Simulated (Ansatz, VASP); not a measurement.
## YHg: VASP beside Ansatz

File INCAR:

```
ALGO = Normal ; EDIFF = 1E-7
ENCUT = 520 ; GGA = CA
ISIF = 2 ; ISMEAR = -1
LASPH = T ; LCHARG = F
LREAL = F ; LWAVE = F
NBANDS = 18 ; NELM = 80
PREC = Accurate ; SIGMA = 0.08
```

File KPOINTS:

```
k-points
0
Gamma
  11 11 11
```

Contents of POSCAR:

```
YHg
1.0
    3.6942326480      0.0000000000      0.0000000000
    0.0000000000      3.6942326480      0.0000000000
    0.0000000000      0.0000000000      3.6942326480
Y Hg
1 1
Direct
    0.5000000000      0.5000000000      0.5000000000
    0.0000000000      0.0000000000      0.0000000000
```

Input for Ansatz:

```yaml
crystal:
  lattice:
    - [3.694232648, 0.0, 0.0]
    - [0.0, 3.694232648, 0.0]
    - [0.0, 0.0, 3.694232648]
  atoms:
    - { symbol: "Y", position: [0.5, 0.5, 0.5] }
    - { symbol: Hg, position: [0.0, 0.0, 0.0] }
kpoints:
  mp_grid: { grid: [11, 11, 11] }
  band_path:
    path:
      - [0.0, 0.0, 0.0]
      - [0.0, 0.5, 0.0]
      - [0.5, 0.5, 0.0]
      - [0.0, 0.0, 0.0]
      - [0.5, 0.5, 0.5]
      - [0.0, 0.5, 0.0]
      - [0.5, 0.5, 0.5]
      - [0.5, 0.5, 0.0]
    npoints: 5
scf:
  occupations: { method: fermi_dirac, width: 0.08 }
hamiltonian:
  xc: lda
  pseudopotentials: { kind: all_electron, lapw: { basis_error: 0.00025 } }
output:
  forces: true
  stress: true
  eigenvalues: true
```

Change from the starting cell: volume scaled by 1.01.

Alike in both runs: task single point; functional LDA; k mesh 11 × 11 × 11; occupations fermi-dirac, width 0.08 eV; no spin polarisation.

|  | VASP | Ansatz |
| --- | --- | --- |
| version | VASP 6.6.1 | Ansatz 0.2.0 |
| potentials or method | VASP PAW LDA potentials, release 64 (Y_sv, Hg), cutoff 520 eV | all-electron LAPW, scalar-relativistic |

VASP gave:

```
pressure (GPa) : -3.9
```

Estimate Ansatz's values.

pressure (GPa): -4.1.

LDA's correlation is that of Perdew and Zunger in VASP and of Perdew and Wang (1992) in Ansatz. Ansatz ran all-electron here, and VASP with PAW potentials.

Spin-orbit coupling is off throughout.
